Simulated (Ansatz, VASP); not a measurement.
**One calculation of SnTe, two programs**

Contents of INCAR:

```
PREC     = Accurate       # precision mode
ENCUT    = 520            # plane-wave cutoff, eV
EDIFF    = 1E-7           # SCF threshold, eV
ISMEAR   = -1             # smearing method
SIGMA    = 0.05           # smearing width, eV
LREAL    = False          # projectors in reciprocal space
LASPH    = True           # aspherical terms in the spheres
NELM     = 80             # most SCF steps
ALGO     = Normal         # electronic algorithm
ISIF     = 2              # what is computed and relaxed
LWAVE    = False          # write WAVECAR
LCHARG   = False          # write CHGCAR
NBANDS   = 17             # bands
```

File KPOINTS:

```
regular mesh
0
Gamma
  7 7 7
```

Contents of POSCAR:

```
SnTe
1.0
    3.9047000000      0.0000000000      0.0000000000
    0.0000000000      3.9047000000      0.0000000000
    0.0000000000      0.0000000000      3.9047000000
Te Sn
1 1
Direct
    0.5000000000      0.5000000000      0.5000000000
    0.0000000000      0.0000000000      0.0000000000
```

input.yaml

```yaml
crystal:
  lattice:
    - [3.9047, 0.0, 0.0]
    - [0.0, 3.9047, 0.0]
    - [0.0, 0.0, 3.9047]
  atoms:
    - { symbol: Te, position: [0.5, 0.5, 0.5] }
    - { symbol: Sn, position: [0.0, 0.0, 0.0] }
kpoints:
  mp_grid: { grid: [7, 7, 7] }
  band_path:
    path:
      - [0.0, 0.0, 0.0]
      - [0.0, 0.5, 0.0]
      - [0.5, 0.5, 0.0]
      - [0.0, 0.0, 0.0]
      - [0.5, 0.5, 0.5]
      - [0.0, 0.5, 0.0]
    npoints: 8
scf:
  occupations: { method: fermi_dirac, width: 0.05 }
hamiltonian:
  xc: lda
  pseudopotentials: { kind: all_electron, lapw: { basis_error: 0.001 } }
output:
  forces: true
  stress: true
  eigenvalues: true
```

Alike in both runs: functional LDA; k mesh 7 × 7 × 7; occupations fermi-dirac, width 0.05 eV; no spin polarisation.

```csv
,VASP,Ansatz
version,VASP 6.6.1,Ansatz 0.2.0
potentials or method,"VASP PAW LDA potentials, release 64 (Te, Sn_d), cutoff 520 eV","all-electron LAPW, scalar-relativistic"
task,single point,band structure
```

```tsv
	VASP	Ansatz	Ansatz less VASP
gap on the k mesh at the Fermi level (eV)	none	none	-
pressure (GPa)	-4.8	-4.7	+0.05
```

LDA's correlation is that of Perdew and Zunger in VASP and of Perdew and Wang (1992) in Ansatz. A gap of «none» marks a metal or a gap that the smearing closes. Ansatz ran all-electron here, and VASP with PAW potentials.

Spin-orbit coupling is off throughout.
